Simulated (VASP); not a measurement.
# CdS (P6_3mc) in VASP: further runs, part 2 of 3

VASP 6.6.1.

## 4. Electric field gradients, PBEsol (25.48 Å³/atom)

This run uses another cell than the first one, of 25.48 Å³/atom.

The input, INCAR:

```
SYSTEM = CdS
PREC = Accurate
ENCUT = 520
EDIFF = 1E-8
ISMEAR = -1
SIGMA = 0.01
LREAL = .FALSE.
LASPH = .TRUE.
NELM = 100
ALGO = Normal
ISIF = 2
LWAVE = .FALSE.
LCHARG = .FALSE.
GGA = PS
LEFG = .TRUE.
NBANDS = 26
```

The input, KPOINTS:

```
Automatic mesh
0
G
  7 7 4
  0 0 0
```

The input, POSCAR:

```
CdS
1.0
    4.1621827776      0.0000000000      0.0000000000
   -2.0810913888      3.6045560206      0.0000000000
    0.0000000000      0.0000000000      6.7936966668
Cd S
2 2
Direct
    0.3333333333      0.6666666667      0.0000000000
    0.6666666667      0.3333333333      0.5000000000
    0.3333333333      0.6666666667      0.3850000000
    0.6666666667      0.3333333333      0.8850000000
```

Potentials or basis: VASP PAW PBE potentials, release 64 (Cd, S).

Started as:

```bash
cat potpaw_PBE.64/Cd/POTCAR potpaw_PBE.64/S/POTCAR > POTCAR
mpirun -np 1 vasp_std > vasp.out
```

OUTCAR:

```text
SYSTEM = CdS
   PREC = Accurate
   ENCUT = 520
   EDIFF = 1E-8
   ISMEAR = -1
   LREAL = .FALSE.
   LASPH = .TRUE.
   NELM = 100
   ISIF = 2
   GGA = PS

 ion  position               nearest neighbor table
   1  0.333  0.667  0.000-   4 2.53   4 2.53   4 2.53   3 2.62
   2  0.667  0.333  0.500-   3 2.53   3 2.53   3 2.53   4 2.62
   3  0.333  0.667  0.385-   2 2.53   2 2.53   2 2.53   1 2.62
   4  0.667  0.333  0.885-   1 2.53   1 2.53   1 2.53   2 2.62

  LATTYP: Found a hexagonal cell.
 ALAT       =     4.1621827776
 C/A-ratio  =     1.6322437120

  Lattice vectors:

 A1 = (   4.1621827776,   0.0000000000,   0.0000000000)
 A2 = (  -2.0810913888,   3.6045560206,   0.0000000000)
 A3 = (   0.0000000000,   0.0000000000,   6.7936966668)

Analysis of symmetry for initial positions (statically):
=====================================================================
 Subroutine PRICEL returns:
 Original cell was already a primitive cell.

 Routine SETGRP: Setting up the symmetry group for a
 hexagonal supercell.

 Subroutine GETGRP returns: Found 12 space group operations
 (whereof  6 operations were pure point group operations)
 out of a pool of 24 trial point group operations.

The static configuration has the point symmetry C_3v.
 The point group associated with its full space group is C_6v.

Analysis of symmetry for dynamics (positions and initial velocities):
=====================================================================
 Subroutine PRICEL returns:
 Original cell was already a primitive cell.

 Routine SETGRP: Setting up the symmetry group for a
 hexagonal supercell.
[... 861 lines left out ...]

  FORCE on cell =-STRESS in cart. coord.  units (eV):
  Direction    XX          YY          ZZ          XY          YZ          ZX
  --------------------------------------------------------------------------------------
  -------------------------------------------------------------------------------------
  Total       -0.4375781     -0.4375781     -1.6197142      0.0000000      0.0000000      0.0000000
  in kB       -6.8783948     -6.8783948    -25.4606731      0.0000000      0.0000000      0.0000000
  external PRESSURE =     -13.0724876 kB  Pullay stress =       0.0000000 kB

 VOLUME and BASIS-vectors are now :
 -----------------------------------------------------------------------------
  energy-cutoff  :      520.00
  volume of cell :      101.92
      direct lattice vectors                 reciprocal lattice vectors
     4.162182778  0.000000000  0.000000000     0.240258550  0.138713339  0.000000000
    -2.081091389  3.604556021  0.000000000     0.000000000  0.277426677  0.000000000
     0.000000000  0.000000000  6.793696667     0.000000000  0.000000000  0.147195268

 POSITION                                       TOTAL-FORCE (eV/Angst)
 -----------------------------------------------------------------------------------
     -0.00000      2.40304      0.00000         0.000000     -0.000000      0.234844
      2.08109      1.20152      3.39685        -0.000000      0.000000      0.234844
     -0.00000      2.40304      2.61557        -0.000000     -0.000000     -0.234844
      2.08109      1.20152      6.01242         0.000000      0.000000     -0.234844
 -----------------------------------------------------------------------------------
    total drift:                               -0.000000     -0.000000     -0.000325

  FREE ENERGIE OF THE ION-ELECTRON SYSTEM (eV)
  ---------------------------------------------------
  free  energy   TOTEN  =       -13.6067866600 eV

  energy  without entropy=      -13.6067866600  energy(sigma->0) =      -13.60678666

 Electric field gradients (V/A^2)
---------------------------------------------------------------------
 ion       V_xx      V_yy      V_zz      V_xy      V_xz      V_yz
---------------------------------------------------------------------
   1     -17.162   -17.161    34.323     0.001     0.000    -0.000
   2     -17.162   -17.161    34.323     0.001    -0.000     0.000
   3       3.449     3.449    -6.897     0.000    -0.000     0.000
   4       3.449     3.449    -6.897     0.000     0.000    -0.000
---------------------------------------------------------------------

 Electric field gradients after diagonalization (V/A^2)
 (convention: |V_zz| > |V_xx| > |V_yy|)
----------------------------------------------------------------------
 ion       V_xx      V_yy      V_zz     asymmetry (V_yy - V_xx)/ V_zz
----------------------------------------------------------------------
   1     -17.162   -17.161    34.323       0.000
   2     -17.162   -17.161    34.323       0.000
   3       3.449     3.448    -6.897       0.000
   4       3.449     3.448    -6.897       0.000
----------------------------------------------------------------------

           NMR quadrupolar parameters

 Cq : quadrupolar parameter    Cq=e*Q*V_zz/h
 eta: asymmetry parameters     (V_yy - V_xx)/ V_zz
 Q  : nuclear electric quadrupole moment in mb (millibarn)
----------------------------------------------------------------------
 ion       Cq(MHz)       eta       Q (mb)
----------------------------------------------------------------------
   1       0.083       0.000       1.000
   2       0.083       0.000       1.000
   3      -0.017       0.000       1.000
   4      -0.017       0.000       1.000
----------------------------------------------------------------------
```

stdout:

```text
POSCAR found type information on POSCAR CdS
 POSCAR found :  2 types and       4 ions
 scaLAPACK will be used
 -----------------------------------------------------------------------------
|                                                                             |
|                                                                             |
|     You enforced a specific xc type in the INCAR file but a different       |
|     I HOPE YOU KNOW WHAT YOU ARE DOING!                                     |
|                                                                             |
 -----------------------------------------------------------------------------

 LDA part: xc-table for (Slater+PW92), standard interpolation
 POSCAR, INCAR and KPOINTS ok, starting setup
 FFT: planning ... GRIDC
 FFT: planning ... GRID_SOFT
 FFT: planning ... GRID
 WAVECAR not read
 entering main loop
ion   1

ion   2

ion   3

ion   4
```

Run time: 2.9 min. Hardware: 1 thread of Intel Xeon 8259CL, shared host; peak memory 0.25 GiB.

What came out:

| Property | Result |
| --- | --- |
| Free energy | -13.6068 eV |
| Pressure | -1.3 GPa |
| Largest force | 0.235 eV/Å |
| Band gap on the k mesh | 1.05 eV |
| Largest electric field gradient by atom | Cd +34.3; S -6.9 V/Å² |

Forces in eV/Å, atoms in the order of the input:
```
Cd   0.000  0.000  0.235
Cd   0.000  0.000  0.235
S    0.000  0.000 -0.235
S    0.000  0.000 -0.235
```

Stress tensor (GPa, compression positive):
```
-0.69  0.00  0.00
 0.00 -0.69  0.00
 0.00  0.00 -2.55
```

Levels at points of the mesh, in eV from the valence-band top:
```
           k point  band 15  band 16  band 17  band 18  band 19  band 20  band 21  band 22
(0.00, 0.00, 0.00)    -0.69    -0.03     0.00     0.00     1.05     2.58     6.39     6.39
(0.00, 0.00, 0.50)    -0.35    -0.35    -0.35    -0.35     2.67     2.67     5.99     5.99
```

Electric field gradients, principal values (V/Å²):
| atom | least | middle | greatest (by size) |
| --- | --- | --- | --- |
| 1 Cd | -17.161 | -17.162 | 34.323 |
| 2 Cd | -17.161 | -17.162 | 34.323 |
| 3 S | 3.448 | 3.449 | -6.897 |
| 4 S | 3.448 | 3.449 | -6.897 |

Caveat: without QUAD_EFG the Cq values of the log hold for a quadrupole moment of 1 mb, not for the nuclei; the PAW data sets were made with another functional, which shifts forces and pressure a little.

## 5. Electric field gradients, PBEsol (25.98 Å³/atom)

This run uses another cell than the first one, of 25.98 Å³/atom.

The input, INCAR:

```
ALGO = Normal
EDIFF = 1E-8
ENCUT = 520
GGA = PS
ISIF = 2
ISMEAR = -1
LASPH = T
LCHARG = F
LEFG = T
LREAL = F
LWAVE = F
NBANDS = 26
NELM = 60
PREC = Accurate
SIGMA = 0.01
```

The input, KPOINTS:

```
k-points
0
Gamma
  7 7 4
```

The input, POSCAR:

```
CdS
1.0
    4.1892106958      0.0000000000      0.0000000000
   -2.0946053479      3.6279628844      0.0000000000
    0.0000000000      0.0000000000      6.8378128164
Cd S
2 2
Direct
    0.3333333333      0.6666666667      0.0000000000
    0.6666666667      0.3333333333      0.5000000000
    0.3333333333      0.6666666667      0.3850000000
    0.6666666667      0.3333333333      0.8850000000
```

Potentials or basis: VASP PAW PBE potentials, release 64 (Cd, S).

Started as:

```bash
cat potpaw_PBE.64/Cd/POTCAR potpaw_PBE.64/S/POTCAR > POTCAR
mpirun -np 1 vasp_std > vasp.out
```

OUTCAR:

```text
EDIFF = 1E-8
   ENCUT = 520
   GGA = PS
   ISIF = 2
   ISMEAR = -1
   LASPH = T
   LREAL = F
   NELM = 60
   PREC = Accurate

 ion  position               nearest neighbor table
   1  0.333  0.667  0.000-   4 2.54   4 2.54   4 2.54   3 2.63
   2  0.667  0.333  0.500-   3 2.54   3 2.54   3 2.54   4 2.63
   3  0.333  0.667  0.385-   2 2.54   2 2.54   2 2.54   1 2.63
   4  0.667  0.333  0.885-   1 2.54   1 2.54   1 2.54   2 2.63

  LATTYP: Found a hexagonal cell.
 ALAT       =     4.1892106958
 C/A-ratio  =     1.6322437120

  Lattice vectors:

 A1 = (   4.1892106958,   0.0000000000,   0.0000000000)
 A2 = (  -2.0946053479,   3.6279628844,   0.0000000000)
 A3 = (   0.0000000000,   0.0000000000,   6.8378128164)

Analysis of symmetry for initial positions (statically):
=====================================================================
 Subroutine PRICEL returns:
 Original cell was already a primitive cell.

 Routine SETGRP: Setting up the symmetry group for a
 hexagonal supercell.

 Subroutine GETGRP returns: Found 12 space group operations
 (whereof  6 operations were pure point group operations)
 out of a pool of 24 trial point group operations.

The static configuration has the point symmetry C_3v.
 The point group associated with its full space group is C_6v.

Analysis of symmetry for dynamics (positions and initial velocities):
=====================================================================
 Subroutine PRICEL returns:
 Original cell was already a primitive cell.

 Routine SETGRP: Setting up the symmetry group for a
 hexagonal supercell.

 Subroutine GETGRP returns: Found 12 space group operations
 (whereof  6 operations were pure point group operations)
 out of a pool of 24 trial point group operations.

The dynamic configuration has the point symmetry C_3v.
 The point group associated with its full space group is C_6v.

 Subroutine INISYM returns: Found 12 space group operations
 (whereof  6 operations are pure point group operations),
 and found     1 'primitive' translations

----------------------------------------------------------------------------------------

                                     Primitive cell

  volume of cell :     103.9231

  direct lattice vectors                    reciprocal lattice vectors
     4.189210696  0.000000000  0.000000000     0.238708452  0.137818389  0.000000000
    -2.094605348  3.627962884  0.000000000     0.000000000  0.275636778  0.000000000
     0.000000000  0.000000000  6.837812816     0.000000000  0.000000000  0.146245594

  length of vectors
     4.189210696  4.189210696  6.837812816     0.275636778  0.275636778  0.146245594

  position of ions in fractional coordinates (direct lattice)
     0.333333333  0.666666667  0.000000000
     0.666666667  0.333333333  0.500000000
     0.333333333  0.666666667  0.385000000
     0.666666667  0.333333333  0.885000000
[... 88 lines left out ...]
   PSTRESS=    0.0 pullay stress
   NELECT =      36.0000    total number of electrons
   NUPDOWN=      -1.0000    fix difference up-down
   EMIN   =  10.00;   EMAX   =-10.00  energy-range for DOS
   EFERMI =   0.00;   METHOD = LEGACY
   ISMEAR =    -1;   SIGMA  =   0.01  broadening in eV -4-tet -1-fermi 0-gaus
   EFERMI_NEDOS =   21; number of points for ismear=-14 and -15
   IALGO  =     38    algorithm
   IMIX   =      4    mixing-type and parameters
     AMIX     =   0.40;   BMIX     =  1.00
     AMIX_MAG =   1.60;   BMIX_MAG =  1.00
  volume/ion in A,a.u.               =      25.98       175.33
  Fermi-wavevector in a.u.,A,eV,Ry     =   1.149754  2.172720 17.986006  1.321934
  Thomas-Fermi vector in A             =   2.286422
   LORBIT       =      0    0 simple, 1 ext, 2 COOP (PROOUT), +10 PAW based schemes
   GGA     = PS    functional components
   LHFCALC =     F    Hartree Fock is set to
   AEXX    =    0.0000 exact exchange contribution
   IVDW    =     0    specifies the selected vdW correction
   LEPSILON=     F    determine dielectric tensor
   LRPA    =     F    only Hartree local field effects (RPA)
 non-spin polarized calculation
  energy-cutoff  :      520.00
  volume of cell :      103.92
 maximum number of plane-waves:      2820
 NGX is ok and might be reduce to    32
   NGX = 15   NGY = 15   NGZ = 25

 number of electron      36.0000000 magnetization

 Free energy of the ion-electron system (eV)
  ---------------------------------------------------
  ext. energy  EPLUGINS =         0.00000000
  ---------------------------------------------------
  free energy    TOTEN  =       -13.58433590 eV

  energy without entropy =      -13.58433590  energy(sigma->0) =      -13.58433590

 E-fermi :   1.0202     XC(G=0):  -9.1528

 val. band max:        0.8178587894   @ k =   0.0000   0.0000   0.0000
 cond. band min:       1.8225819416   @ k =   0.0000   0.0000   0.0000
 fundamental gap:      1.0047231522
 Fermi energy:         1.0202085433

 k-point     1 :       0.0000    0.0000    0.0000
  band No.  band energies     occupation
      1     -11.2920      2.00000
      2     -10.9043      2.00000
      3      -6.7468      2.00000
      4      -6.7468      2.00000
      5      -6.6841      2.00000
      6      -6.6841      2.00000
[... 685 lines left out ...]
     25       9.3546      0.00000
     26       9.3546      0.00000

------------------------ aborting loop because EDIFF is reached ----------------------------------------

  FORCE on cell =-STRESS in cart. coord.  units (eV):
  Direction    XX          YY          ZZ          XY          YZ          ZX
  --------------------------------------------------------------------------------------
  -------------------------------------------------------------------------------------
  Total       -1.1578821     -1.1578821     -2.2050053      0.0000000      0.0000000      0.0000000
  in kB      -17.8510053    -17.8510053    -33.9944469      0.0000000      0.0000000      0.0000000
  external PRESSURE =     -23.2321525 kB  Pullay stress =       0.0000000 kB

 VOLUME and BASIS-vectors are now :
 -----------------------------------------------------------------------------
  energy-cutoff  :      520.00
  volume of cell :      103.92
      direct lattice vectors                 reciprocal lattice vectors
     4.189210696  0.000000000  0.000000000     0.238708452  0.137818389  0.000000000
    -2.094605348  3.627962884  0.000000000     0.000000000  0.275636778  0.000000000
     0.000000000  0.000000000  6.837812816     0.000000000  0.000000000  0.146245594

 POSITION                                       TOTAL-FORCE (eV/Angst)
 -----------------------------------------------------------------------------------
     -0.00000      2.41864      0.00000        -0.000000     -0.000000      0.216379
      2.09461      1.20932      3.41891        -0.000000     -0.000000      0.216379
     -0.00000      2.41864      2.63256        -0.000000      0.000000     -0.216379
      2.09461      1.20932      6.05146         0.000000     -0.000000     -0.216379
 -----------------------------------------------------------------------------------
    total drift:                               -0.000000     -0.000000     -0.000293

  FREE ENERGIE OF THE ION-ELECTRON SYSTEM (eV)
  ---------------------------------------------------
  free  energy   TOTEN  =       -13.5843358962 eV

  energy  without entropy=      -13.5843358962  energy(sigma->0) =      -13.58433590

 Electric field gradients (V/A^2)
---------------------------------------------------------------------
 ion       V_xx      V_yy      V_zz      V_xy      V_xz      V_yz
---------------------------------------------------------------------
   1     -16.713   -16.712    33.425     0.001     0.000    -0.000
   2     -16.713   -16.712    33.425     0.001    -0.000     0.000
   3       3.620     3.621    -7.241     0.000    -0.000     0.000
   4       3.620     3.621    -7.241     0.000     0.000    -0.000
---------------------------------------------------------------------

 Electric field gradients after diagonalization (V/A^2)
 (convention: |V_zz| > |V_xx| > |V_yy|)
----------------------------------------------------------------------
 ion       V_xx      V_yy      V_zz     asymmetry (V_yy - V_xx)/ V_zz
----------------------------------------------------------------------
   1     -16.714   -16.711    33.425       0.000
   2     -16.714   -16.711    33.425       0.000
   3       3.621     3.620    -7.241       0.000
   4       3.621     3.620    -7.241       0.000
----------------------------------------------------------------------

           NMR quadrupolar parameters

 Cq : quadrupolar parameter    Cq=e*Q*V_zz/h
 eta: asymmetry parameters     (V_yy - V_xx)/ V_zz
 Q  : nuclear electric quadrupole moment in mb (millibarn)
----------------------------------------------------------------------
 ion       Cq(MHz)       eta       Q (mb)
----------------------------------------------------------------------
   1       0.081       0.000       1.000
   2       0.081       0.000       1.000
   3      -0.018       0.000       1.000
   4      -0.018       0.000       1.000
----------------------------------------------------------------------
```

Run time: 3.2 min. Hardware: 1 thread of Intel Xeon 8259CL, shared host; peak memory 0.25 GiB.

Results:

```
Free energy                             : -13.5843 eV
Pressure                                : -2.3 GPa
Largest force                           : 0.216 eV/Å
Band gap on the k mesh                  : 1.00 eV
Largest electric field gradient by atom : Cd +33.4; S -7.2 V/Å²
```

Forces on the atoms (eV/Å):
```
Cd   0.000  0.000  0.216
Cd   0.000  0.000  0.216
S    0.000  0.000 -0.216
S    0.000  0.000 -0.216
```

Stress tensor (GPa, compression positive):
```
-1.79  0.00  0.00
 0.00 -1.79  0.00
 0.00  0.00 -3.40
```

Electric field gradients, principal values (V/Å²):
| atom | least | middle | greatest (by size) |
| --- | --- | --- | --- |
| 1 Cd | -16.711 | -16.714 | 33.425 |
| 2 Cd | -16.711 | -16.714 | 33.425 |
| 3 S | 3.620 | 3.621 | -7.241 |
| 4 S | 3.620 | 3.621 | -7.241 |

Caveat: without QUAD_EFG the Cq values of the log hold for a quadrupole moment of 1 mb, not for the nuclei; the PAW data sets were made with another functional, which shifts forces and pressure a little.

(Continued in part 3 of 3.)
